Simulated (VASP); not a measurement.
Wanted: the native input for a VASP 6.6.1 run.

| Quantity | Value |
| --- | --- |
| Task | single point |
| Functional | PBEsol |
| Potentials or basis | VASP PAW PBE potentials, release 64 (W_sv, S) |
| Cutoff | 520 eV |
| k mesh | 10 × 10 × 1 |
| Occupations | fermi-dirac, width 0.05 eV |
| Spin | no spin polarisation |
| Dipole correction | no |
| Further INCAR settings | ALGO = Normal; EDIFF = 1e-06; NBANDS = 28 |

The structure of WS lies in POSCAR:

```
WS
1.0
    3.1835163551      0.0000000000      0.0000000000
   -1.5917581776      2.7570060369      0.0000000000
    0.0000000000      0.0000000000     31.9505778900
W S
2 2
Direct
    0.3333333300      0.6666666600      0.2347375383
    0.3333333300      0.6666666600      0.7652624617
    0.6666666700      0.3333333400      0.2835461018
    0.6666666700      0.3333333400      0.7164538982
```

These files were run (other wordings do the same):

INCAR

```
SYSTEM = WS
ALGO = Normal
EDIFF = 1E-6
ENCUT = 520
GGA = PS
ISIF = 2
ISMEAR = -1
LASPH = .True.
LCHARG = .False.
LREAL = .False.
LWAVE = .False.
NBANDS = 28
NELM = 100
PREC = Accurate
SIGMA = 0.05
```

KPOINTS

```
k-points
0
Gamma
  10 10 1
  0 0 0
```

Potentials or basis: VASP PAW PBE potentials, release 64 (W_sv, S).

Run with:

```console
$ cat potpaw_PBE.64/W_sv/POTCAR potpaw_PBE.64/S/POTCAR > POTCAR
$ mpirun -np 1 vasp_std > vasp.out
```

Results of the run:

The largest force is 0.862 eV/Å and the band gap on the k mesh is 0.19 eV, indirect (least direct gap 0.80 eV).

Caveat: the PAW data sets were made with another functional, which shifts forces and pressure a little; spin-orbit coupling is left out, which moves the levels of the heavy elements.

It took 120 s on 1 thread of Intel(R) Xeon(R) Platinum 8559C (Emerald Rapids) (shared host), peak memory 0.4 GiB.
